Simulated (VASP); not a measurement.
A run of VASP 6.6.1 is set up as follows.

Contents of INCAR:

```
SYSTEM = Ag
PREC     = Accurate       ! precision mode
ENCUT    = 600            ! plane-wave cutoff, eV
EDIFF    = 1E-6           ! SCF threshold, eV
ISMEAR   = 0              ! smearing method
SIGMA    = 0.1            ! smearing width, eV
LREAL    = .False.        ! projectors in reciprocal space
LASPH    = .True.         ! aspherical terms in the spheres
NELM     = 80             ! most SCF steps
ALGO     = Fast           ! electronic algorithm
ISIF     = 3              ! what is computed and relaxed
LWAVE    = .False.        ! write WAVECAR
LCHARG   = .False.        ! write CHGCAR
GGA      = PE             ! functional
IBRION   = 2              ! ionic algorithm
NSW      = 100            ! ionic steps
EDIFFG   = -0.005         ! ionic threshold
```

File KPOINTS:

```
Automatic mesh
0
Gamma
  18 18 18
  0 0 0
```

POSCAR

```
Ag
1.0
   -1.6556540000      1.6556540000      1.6556540000
    1.6556540000     -1.6556540000      1.6556540000
    1.6556540000      1.6556540000     -1.6556540000
Ag
1
Direct
    0.0000000000      0.0000000000      0.0000000000
```

Potentials or basis: VASP PAW PBE potentials, release 64 (Ag).

Command:

```sh
$ cat potpaw_PBE.64/Ag/POTCAR > POTCAR
$ mpirun -np 1 vasp_std > vasp.out
```

Question: What does it give for the relaxed cell?

Answer: a = 2.859 Å, b = 2.859 Å, c = 2.859 Å, α = 109.47°, β = 109.47°, γ = 109.47°.

Question: Predict the relaxed volume.

Answer: 18.00 Å³/atom.

Question: Predict the space group after relaxing (to 0.1 Å).

Answer: Im-3m (No. 229).

Question: Predict the band gap on the k mesh.

Answer: Zero (an odd number of electrons rules out a gap without spin polarisation).

Final structure:
```
Ag
1.0
    -1.65087    1.65087    1.65087
     1.65087   -1.65087    1.65087
     1.65087    1.65087   -1.65087
Ag
1
Direct
  0.00000 0.00000 0.00000
```
